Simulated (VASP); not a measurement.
Write the native input for VASP 6.6.1 that does the following.

```yaml
Task: single point
Functional: PBEsol
Potentials_or_basis: VASP PAW PBE potentials, release 64 (Al, Cu_sv_GW)
Cutoff: 820 eV
k_mesh: 14 × 14 × 14
Occupations: gaussian, width 0.1 eV
Spin: no spin polarisation
Dipole_correction: no
Further_INCAR_settings: ALGO = Normal; EDIFF = 1e-06; NBANDS = 18
```

The structure of AlCu lies in POSCAR:

```
AlCu
1.0
    3.1421388092      0.0000000000      0.0000000000
    0.0000000000      3.1421388092      0.0000000000
    0.0000000000      0.0000000000      3.1421388092
Al Cu
1 1
Direct
    0.0000000000      0.0000000000      0.0000000000
    0.5000000000      0.5000000000      0.5000000000
```

This cell differs from its parent crystal: strained.

The input as run:

INCAR

```
PREC = Accurate
ENCUT = 820
EDIFF = 1E-6
ISMEAR = 0
SIGMA = 0.1
LREAL = False
LASPH = True
NELM = 120
ALGO = Normal
ISIF = 2
LWAVE = False
LCHARG = False
GGA = PS
NBANDS = 18
GGA_COMPAT = False
```

KPOINTS

```
regular mesh
0
Gamma
  14 14 14
```

Potentials or basis: VASP PAW PBE potentials, release 64 (Al, Cu_sv_GW).

The run is started by

```sh
$ cat potpaw_PBE.64/Al/POTCAR potpaw_PBE.64/Cu_sv_GW/POTCAR > POTCAR
$ mpirun -np 1 vasp_std > vasp.out
```

It gave:

```
Pressure               : -15.7 GPa
Band gap on the k mesh : zero (bands 11 and 12 overlap by 4.31 eV)
```

Caveat: the cell differs from its parent crystal (strained); the cell stands under tension; the PAW data sets were made with another functional, which shifts forces and pressure a little.

It took 71 s on 1 thread of Intel(R) Xeon(R) Platinum 8488C (Sapphire Rapids), with other jobs on the host, peak memory 0.31 GiB.
